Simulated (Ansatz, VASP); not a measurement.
## HfTi in VASP and in Ansatz

The input INCAR:

```
SYSTEM = HfTi
PREC = Accurate
ENCUT = 520
EDIFF = 1E-7
ISMEAR = 0
SIGMA = 0.15
LREAL = .FALSE.
LASPH = .TRUE.
NELM = 80
ALGO = Fast
ISIF = 2
LWAVE = .FALSE.
LCHARG = .FALSE.
GGA = CA
NBANDS = 18
```

KPOINTS

```
regular mesh
0
G
  18 18 10
  0 0 0
```

File POSCAR:

```
HfTi
1.0
    3.1015790403      0.0000000000      0.0000000000
   -1.5507895201      2.6860462407      0.0000000000
    0.0000000000      0.0000000000      4.8292593400
Hf Ti
1 1
Direct
    0.6666666667      0.3333333333      0.5000000000
    0.3333333333      0.6666666667      0.0000000000
```

Input for Ansatz:

```yaml
crystal:
  lattice:
    - [3.1015790403, 0.0, 0.0]
    - [-1.5507895201, 2.6860462407, 0.0]
    - [0.0, 0.0, 4.82925934]
  atoms:
    - { symbol: Hf, position: [0.6666666667, 0.3333333333, 0.5] }
    - { symbol: Ti, position: [0.3333333333, 0.6666666667, 0.0] }
basis:
  ecutwfc: 420
kpoints:
  mp_grid: { grid: [18, 18, 10] }
hamiltonian:
  xc: lda
scf:
  occupations: { method: gaussian, width: 0.15 }
output:
  forces: true
  stress: true
  eigenvalues: true
```

Change from the starting cell: strain +0.0050 x Voigt [1, 1, 0, 0, 0, 0], atoms carried along.

Alike in both runs: task single point; functional LDA; k mesh 18 × 18 × 10; occupations gaussian, width 0.15 eV; no spin polarisation.

|  | VASP | Ansatz |
| --- | --- | --- |
| version | VASP 6.6.1 | Ansatz 0.2.0 |
| potentials or method | VASP PAW LDA potentials, release 64 (Hf_pv, Ti_sv), cutoff 520 eV | scalar-relativistic, plane waves, PAW |
| valence electrons in the cell | 22 | 38 |

|  | VASP | Ansatz | Ansatz less VASP |
| --- | --- | --- | --- |
| gap on the k mesh at the Fermi level (eV) | none | none | - |
| pressure (GPa) | -8.3 | -8.3 | -0.02 |
| traceless stress, the component that is largest in VASP (GPa) | 0.05 | 0.06 | +0.012 |

LDA's correlation is that of Perdew and Zunger in VASP and of Perdew and Wang (1992) in Ansatz. A gap of «none» marks a metal or a gap that the smearing closes. VASP's potentials hold 22 valence electrons a cell and Ansatz's 38, so a difference there can come from the potentials and not from the codes.

Neither program's run includes spin-orbit coupling.
